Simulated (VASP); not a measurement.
# Pb2C (fluorite type) (Fm-3m) in VASP: single point with PBE

Aim: the single point of Pb2C (fluorite type) with PBE.

All numbers are computed with VASP 6.6.1; they aren't measurements. Logs are shortened: lines on timing, memory, paths and dates and some standing lists are left out, and cuts for length are marked.

## 1. The cell of the first run

Symmetry: Fm-3m, No. 225, cubic system. The conventional cell has a = 6.605 Å, b = 6.605 Å, c = 6.605 Å, α = 90.00°, β = 90.00°, γ = 90.00°. Within 3.8 Å of C (site symmetry m-3m) lie 8 Pb at 2.86 Å. Within 3.8 Å of Pb (site symmetry -43m) lie 4 C at 2.86 Å and 6 Pb at 3.30 Å.

## 2. Single point, PBE

The input, POSCAR:

```
Pb2C
1.0
    0.0000000000      3.3023786262      3.3023786262
    3.3023786262      0.0000000000      3.3023786262
    3.3023786262      3.3023786262      0.0000000000
C Pb
1 2
Direct
    0.0000000000      0.0000000000      0.0000000000
    0.2500000000      0.2500000000      0.2500000000
    0.7500000000      0.7500000000      0.7500000000
```

The input, INCAR.step1:

```
ALGO = Normal
EDIFF = 1E-6
ENCUT = 520
GGA = PE
ISIF = 2
ISMEAR = -1
LASPH = True
LCHARG = True
LREAL = False
LWAVE = False
NBANDS = 23
NELM = 80
PREC = Accurate
SIGMA = 0.05
```

The input, KPOINTS.step1:

```
k-points
0
Gamma
  10 10 10
```

The input, INCAR.step2:

```
ALGO = Normal
EDIFF = 1E-6
ENCUT = 520
GGA = PE
ICHARG = 11
ISIF = 2
ISMEAR = -5
LASPH = True
LCHARG = False
LORBIT = 11
LREAL = False
LWAVE = False
NBANDS = 23
NEDOS = 1001
NELM = 80
PREC = Accurate
SIGMA = 0.05
```

The input, KPOINTS.step2:

```
k-points
0
Gamma
  15 15 15
```

Potentials or basis: VASP PAW PBE potentials, release 64 (C, Pb_d).

On the command line:

```sh
> cat potpaw_PBE.64/C/POTCAR potpaw_PBE.64/Pb_d/POTCAR > POTCAR
> cp INCAR.step1 INCAR
> cp KPOINTS.step1 KPOINTS
> mpirun -np 1 vasp_std > vasp.out
> cp INCAR.step2 INCAR
> cp KPOINTS.step2 KPOINTS
> mpirun -np 1 vasp_std > vasp.out
```

OUTCAR:

```text
EDIFF = 1E-6
   ENCUT = 520
   GGA = PE
   ICHARG = 11
   ISIF = 2
   ISMEAR = -5
   LASPH = True
   LORBIT = 11
   LREAL = False
   NELM = 80
   PREC = Accurate

 ion  position               nearest neighbor table
   1  0.000  0.000  0.000-   2 2.86   3 2.86   3 2.86   3 2.86   3 2.86   2 2.86   2 2.86   2 2.86

   2  0.250  0.250  0.250-   1 2.86   1 2.86   1 2.86   1 2.86   3 3.30   3 3.30   3 3.30   3 3.30
                             3 3.30   3 3.30
   3  0.750  0.750  0.750-   1 2.86   1 2.86   1 2.86   1 2.86   2 3.30   2 3.30   2 3.30   2 3.30
                             2 3.30   2 3.30

  LATTYP: Found a face centered cubic cell.
 ALAT       =     6.6047572524

  Lattice vectors:

 A1 = (   0.0000000000,   3.3023786262,   3.3023786262)
 A2 = (   3.3023786262,   0.0000000000,   3.3023786262)
 A3 = (   3.3023786262,   3.3023786262,   0.0000000000)

Analysis of symmetry for initial positions (statically):
=====================================================================
 Subroutine PRICEL returns:
 Original cell was already a primitive cell.

 Routine SETGRP: Setting up the symmetry group for a
 face centered cubic supercell.

 Subroutine GETGRP returns: Found 48 space group operations
 (whereof 48 operations were pure point group operations)
 out of a pool of 48 trial point group operations.

The static configuration has the point symmetry O_h .

Analysis of symmetry for dynamics (positions and initial velocities):
=====================================================================
 Subroutine PRICEL returns:
 Original cell was already a primitive cell.

 Routine SETGRP: Setting up the symmetry group for a
 face centered cubic supercell.

 Subroutine GETGRP returns: Found 48 space group operations
 (whereof 48 operations were pure point group operations)
 out of a pool of 48 trial point group operations.

The dynamic configuration has the point symmetry O_h .

 Subroutine INISYM returns: Found 48 space group operations
 (whereof 48 operations are pure point group operations),
 and found     1 'primitive' translations

----------------------------------------------------------------------------------------

                                     Primitive cell

  volume of cell :      72.0295

  direct lattice vectors                    reciprocal lattice vectors
     0.000000000  3.302378626  3.302378626    -0.151406019  0.151406019  0.151406019
     3.302378626  0.000000000  3.302378626     0.151406019 -0.151406019  0.151406019
     3.302378626  3.302378626  0.000000000     0.151406019  0.151406019 -0.151406019

  length of vectors
     4.670268641  4.670268641  4.670268641     0.262242917  0.262242917  0.262242917

  position of ions in fractional coordinates (direct lattice)
     0.000000000  0.000000000  0.000000000
     0.250000000  0.250000000  0.250000000
     0.750000000  0.750000000  0.750000000

  ion indices of the primitive-cell ions
   primitive index   ion index
                 1           1
                 2           2
                 3           3

----------------------------------------------------------------------------------------

 KPOINTS: k-points

Automatic generation of k-mesh.
 Grid dimensions read from file:
 generate k-points for:   15   15   15

 Generating k-lattice:

  Cartesian coordinates                     Fractional coordinates (reciprocal lattice)
    -0.010093735  0.010093735  0.010093735     0.066666667  0.000000000  0.000000000
     0.010093735 -0.010093735  0.010093735     0.000000000  0.066666667  0.000000000
     0.010093735  0.010093735 -0.010093735     0.000000000  0.000000000  0.066666667

  Length of vectors
     0.017482861  0.017482861  0.017482861

  Shift w.r.t. Gamma in fractional coordinates (k-lattice)
     0.000000000  0.000000000  0.000000000

 TETIRR: Found    484 inequivalent tetrahedra from    20250

 Subroutine IBZKPT returns following result:
 ===========================================

 Found    120 irreducible k-points:

 Following reciprocal coordinates:
            Coordinates               Weight
  0.000000  0.000000  0.000000      1.000000
  0.066667  0.000000  0.000000      8.000000
  0.133333  0.000000  0.000000      8.000000
  0.200000  0.000000  0.000000      8.000000
  0.266667  0.000000  0.000000      8.000000
  0.333333  0.000000  0.000000      8.000000
[... 16 lines left out ...]
  0.133333  0.133333  0.000000      6.000000
  0.200000  0.133333  0.000000     24.000000
 [... further k-points ...]
   k-points           NKPTS =    120   k-points in BZ     NKDIM =    120   number of bands    NBANDS=     23
   number of dos      NEDOS =   1001   number of ions     NIONS =      3
   total plane-waves  NPLWV =  46656
   dimension x,y,z NGX =    36 NGY =   36 NGZ =   36
   dimension x,y,z NGXF=    72 NGYF=   72 NGZF=   72
   ions per type =               1   2
   NGX,Y,Z   is equivalent  to a cutoff of  12.81, 12.81, 12.81 a.u.
   NGXF,Y,Z  is equivalent  to a cutoff of  25.63, 25.63, 25.63 a.u.
 SYSTEM =  unknown system
   PREC   = accura    normal or accurate (medium, high low for compatibility)
   ISTART =      0    job   : 0-new  1-cont  2-samecut
   ICHARG =     11    charge: 1-file 2-atom 10-const
   ISPIN  =      1    spin polarized calculation?
   LNONCOLLINEAR =      F non collinear calculations
   LSORBIT =      F    spin-orbit coupling
   LASPH  =      T    aspherical Exc in radial PAW
   ENCUT  =  520.0 eV  38.22 Ry    6.18 a.u.   8.68  8.68  8.68*2*pi/ulx,y,z
   NELM   =     80;   NELMIN=  2; NELMDL=  0     # of ELM steps
   EDIFF  = 0.1E-05   stopping-criterion for ELM
   LREAL  =      F    real-space projection
   EDIFFG = 0.1E-04   stopping-criterion for IOM
   NSW    =      0    number of steps for IOM
   IBRION =     -1    ionic relax: 0-MD 1-quasi-New 2-CG
   NFREE  =      0    steps in history (QN), initial steepest desc. (CG)
   ISIF   =      2    stress and relaxation
   ISYM   =      2    0-nonsym 1-usesym 2-fastsym
   POTIM  = 0.5000    time-step for ionic-motion
   TEBEG  =    0.0;   TEEND  =   0.0 temperature during run
   PSTRESS=    0.0 pullay stress
   NELECT =      32.0000    total number of electrons
   NUPDOWN=      -1.0000    fix difference up-down
   EMIN   =  10.00;   EMAX   =-10.00  energy-range for DOS
   EFERMI =   0.00;   METHOD = LEGACY
   ISMEAR =    -5;   SIGMA  =   0.05  broadening in eV -4-tet -1-fermi 0-gaus
   EFERMI_NEDOS =   21; number of points for ismear=-14 and -15
   IALGO  =     38    algorithm
   IMIX   =      4    mixing-type and parameters
     AMIX     =   0.40;   BMIX     =  1.00
     AMIX_MAG =   1.60;   BMIX_MAG =  1.00
  volume/ion in A,a.u.               =      24.01       162.03
  Fermi-wavevector in a.u.,A,eV,Ry     =   1.249169  2.360588 21.230856  1.560424
  Thomas-Fermi vector in A             =   2.383222
   LORBIT       =     11    0 simple, 1 ext, 2 COOP (PROOUT), +10 PAW based schemes
   GGA     = PE    functional components
   LHFCALC =     F    Hartree Fock is set to
   AEXX    =    0.0000 exact exchange contribution
   IVDW    =     0    specifies the selected vdW correction
   LEPSILON=     F    determine dielectric tensor
   LRPA    =     F    only Hartree local field effects (RPA)
 non-spin polarized calculation
 Fermi weights with tetrahedron method with Bloechl corrections
  energy-cutoff  :      520.00
  volume of cell :       72.03
 maximum number of plane-waves:      1958

 number of electron      31.9999995 magnetization

 Free energy of the ion-electron system (eV)
  ---------------------------------------------------
  ext. energy  EPLUGINS =         0.00000000
  ---------------------------------------------------
  free energy    TOTEN  =       -12.21165623 eV

  energy without entropy =      -12.21165623  energy(sigma->0) =      -12.21165623

 E-fermi :   6.5154     XC(G=0): -10.0841

 val. band max:        6.5585475972   @ k =   0.4667   0.0000   0.0000
 cond. band min:       6.3121319846   @ k =   0.0000   0.0000   0.0000
 fundamental gap:     -0.2464156125
 Fermi energy:         6.5153775106

 k-point     1 :       0.0000    0.0000    0.0000
  band No.  band energies     occupation
      1     -10.7940      2.00000
      2     -10.7940      2.00000
      3     -10.6034      2.00000
      4     -10.6034      2.00000
      5     -10.6034      2.00000
      6     -10.3024      2.00000
[... 15 lines left out ...]
     22      11.3406      0.00000
     23      13.2613      0.00000

 k-point     2 :       0.0667    0.0000    0.0000
  band No.  band energies     occupation
      1     -10.7876      2.00000
      2     -10.7876      2.00000
      3     -10.6010      2.00000
      4     -10.5996      2.00000
      5     -10.5996      2.00000
      6     -10.3056      2.00000
[... 15 lines left out ...]
     22      11.2206      0.00000
     23      13.6556      0.00000

 k-point     3 :       0.1333    0.0000    0.0000
  band No.  band energies     occupation
      1     -10.7684      2.00000
      2     -10.7684      2.00000
      3     -10.5937      2.00000
      4     -10.5885      2.00000
      5     -10.5885      2.00000
      6     -10.3151      2.00000
[... 15 lines left out ...]
     22      10.9594      0.00000
     23      14.4892      0.00000

 k-point     4 :       0.2000    0.0000    0.0000
  band No.  band energies     occupation
      1     -10.7372      2.00000
      2     -10.7372      2.00000
      3     -10.5813      2.00000
      4     -10.5709      2.00000
      5     -10.5709      2.00000
      6     -10.3309      2.00000
[... 15 lines left out ...]
     22      10.7200      0.00000
     23      15.2680      0.00000

 k-point     5 :       0.2667    0.0000    0.0000
  band No.  band energies     occupation
      1     -10.6949      2.00000
      2     -10.6949      2.00000
      3     -10.5638      2.00000
      4     -10.5476      2.00000
      5     -10.5476      2.00000
      6     -10.3525      2.00000
[... 15 lines left out ...]
     22      10.7853      0.00000
     23      15.3582      0.00000

 k-point     6 :       0.3333    0.0000    0.0000
  band No.  band energies     occupation
      1     -10.6432      2.00000
      2     -10.6432      2.00000
      3     -10.5413      2.00000
      4     -10.5202      2.00000
      5     -10.5202      2.00000
      6     -10.3792      2.00000
[... 15 lines left out ...]
     22      10.9683      0.00000
     23      15.3454      0.00000

 k-point     7 :       0.4000    0.0000    0.0000
  band No.  band energies     occupation
      1     -10.5840      2.00000
      2     -10.5840      2.00000
      3     -10.5151      2.00000
      4     -10.4906      2.00000
      5     -10.4906      2.00000
      6     -10.4087      2.00000
[... 353 lines left out ...]
     22      11.6518      0.00000
     23      15.0186      0.00000

 k-point    21 :      -0.1333    0.0667    0.0000
  band No.  band energies     occupation
      1     -10.7690      2.00000
      2     -10.7393      2.00000
      3     -10.5932      2.00000
      4     -10.5856      2.00000
      5     -10.5699      2.00000
      6     -10.3296      2.00000
[... 15 lines left out ...]
     22      11.6893      0.00000
     23      14.4634      0.00000

 k-point    22 :      -0.0667    0.0667    0.0000
  band No.  band energies     occupation
      1     -10.7845      2.00000
      2     -10.7695      2.00000
      3     -10.5997      2.00000
      4     -10.5962      2.00000
      5     -10.5879      2.00000
      6     -10.3146      2.00000
[... 15 lines left out ...]
     22      11.5904      0.00000
     23      13.9509      0.00000

 k-point    23 :       0.1333    0.1333    0.0000
  band No.  band energies     occupation
      1     -10.7897      2.00000
      2     -10.7335      2.00000
      3     -10.6126      2.00000
      4     -10.5735      2.00000
      5     -10.5735      2.00000
      6     -10.3253      2.00000
[... 15 lines left out ...]
     22      11.8050      0.00000
     23      13.8955      0.00000

 k-point    24 :       0.2000    0.1333    0.0000
  band No.  band energies     occupation
      1     -10.7814      2.00000
      2     -10.7001      2.00000
      3     -10.6134      2.00000
      4     -10.5571      2.00000
      5     -10.5565      2.00000
      6     -10.3387      2.00000
[... 15 lines left out ...]
     22      11.8815      0.00000
     23      14.2755      0.00000

 [... further k-points ...]

------------------------ aborting loop because EDIFF is reached ----------------------------------------

  FORCE on cell =-STRESS in cart. coord.  units (eV):
  Direction    XX          YY          ZZ          XY          YZ          ZX
  --------------------------------------------------------------------------------------
  -------------------------------------------------------------------------------------
  Total        0.0153960      0.0153960      0.0153960      0.0000000      0.0000000      0.0000000
  in kB        0.3424575      0.3424575      0.3424575      0.0000000      0.0000000      0.0000000
  external PRESSURE =       0.3424575 kB  Pullay stress =       0.0000000 kB

 VOLUME and BASIS-vectors are now :
 -----------------------------------------------------------------------------
  energy-cutoff  :      520.00
  volume of cell :       72.03
      direct lattice vectors                 reciprocal lattice vectors
     0.000000000  3.302378626  3.302378626    -0.151406019  0.151406019  0.151406019
     3.302378626  0.000000000  3.302378626     0.151406019 -0.151406019  0.151406019
     3.302378626  3.302378626  0.000000000     0.151406019  0.151406019 -0.151406019

 POSITION                                       TOTAL-FORCE (eV/Angst)
 -----------------------------------------------------------------------------------
      0.00000      0.00000      0.00000        -0.000000      0.000000     -0.000000
      1.65119      1.65119      1.65119         0.000000     -0.000000     -0.000000
      4.95357      4.95357      4.95357         0.000000     -0.000000      0.000000
 -----------------------------------------------------------------------------------
    total drift:                                0.000000      0.000000      0.000000

  FREE ENERGIE OF THE ION-ELECTRON SYSTEM (eV)
  ---------------------------------------------------
  free  energy   TOTEN  =       -12.2116562321 eV

  energy  without entropy=      -12.2116562321  energy(sigma->0) =      -12.21165623

 total charge

# of ion       s       p       d       tot
------------------------------------------
    1        1.005   1.091   0.000   2.096
    2        1.420   0.688   9.825  11.933
    3        1.420   0.688   9.825  11.933
--------------------------------------------------
tot          3.846   2.467  19.650  25.963
```

Run time: 70 s. Hardware: 1 thread of Intel Xeon 6975P-C (Granite Rapids), shared host; peak memory 0.31 GiB.

What came out:

- Valence electrons inside the program's atomic spheres: C 2.10; Pb 11.93

Caveat: spin-orbit coupling is left out, which moves the levels of the heavy elements; tetrahedron occupations give inexact forces and stress in metals.
